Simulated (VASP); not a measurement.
A run of VASP 6.6.1:

Contents of INCAR:

```
  PREC = Accurate
  ENCUT = 520
  EDIFF = 1E-6
  ISMEAR = 0
  SIGMA = 0.1
  LREAL = False
  LASPH = True
  NELM = 150
  ALGO = Normal
  ISIF = 2
  LWAVE = False
  LCHARG = True
  ISPIN = 2
  MAGMOM = 3.49 0 0 0 0
  LORBIT = 11
  LMAXMIX = 4
  GGA = PE
  LELF = True
  LVHAR = True
  NBANDS = 30
```

KPOINTS

```
regular mesh
0
Gamma
  8 8 8
```

The input POSCAR:

```
ReI4
1.0
   -3.5356012665      3.5356012665      3.5356012665
    3.5356012665     -3.5356012665      3.5356012665
    3.5356012665      3.5356012665     -3.5356012665
Re I
1 4
Direct
    0.0000000000      0.0000000000      0.0000000000
    0.5000000000      0.5000000000      0.5000000000
    0.5000000000      0.0000000000      0.0000000000
    0.0000000000      0.0000000000      0.5000000000
    0.0000000000      0.5000000000      0.0000000000
```

Potentials or basis: VASP PAW PBE potentials, release 64 (Re, I).

The run is started by

```console
$ cat potpaw_PBE.64/Re/POTCAR potpaw_PBE.64/I/POTCAR > POTCAR
$ mpirun -np 1 vasp_std > vasp.out
```

Hardware: 1 thread of Intel(R) Xeon(R) Platinum 8488C (Sapphire Rapids) (shared host).

Estimate the wall time of this run.

Wall time 5.9 min on 1 thread of Intel(R) Xeon(R) Platinum 8488C (Sapphire Rapids), with other jobs on the host, peak memory 0.53 GiB. Counts: scf iterations 15, k points 29.
